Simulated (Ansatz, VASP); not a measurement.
TiC in VASP and in Ansatz

```xyz
8
Lattice="3.1012 0.0000 0.0000 -1.5506 2.6857 0.0000 0.0000 0.0000 9.7827" Properties=species:S:1:pos:R:3 pbc="T T T"
Ti    1.5506    0.8952    7.3370
Ti    0.0000    0.0000    0.0000
Ti    0.0000    1.7905    2.4457
Ti    0.0000    0.0000    4.8913
C     0.0000    1.7905    8.5643
C     1.5506    0.8952    1.2183
C     1.5506    0.8952    3.6730
C     0.0000    1.7905    6.1097
```

Alike in both runs: functional PBE; k mesh 12 × 12 × 4; occupations gaussian, width 0.1 eV; no spin polarisation.

Ansatz relaxed the structure, and its values are those at the end. VASP's run is a single point on that final structure, the one shown.

```csv
,VASP,Ansatz
version,VASP 6.6.1,Ansatz 0.2.0
potentials or method,"VASP PAW PBE potentials, release 64 (Ti_sv, C), cutoff 520 eV","scalar-relativistic, plane waves, PAW"
valence electrons in the cell,64,64
```

|  | VASP | Ansatz | Ansatz less VASP |
| --- | --- | --- | --- |
| gap on the k mesh at the Fermi level (eV) | none | none | - |
| pressure (GPa) | 0.2 | 0.0 | -0.16 |

A gap of «none» marks a metal or a gap that the smearing closes.
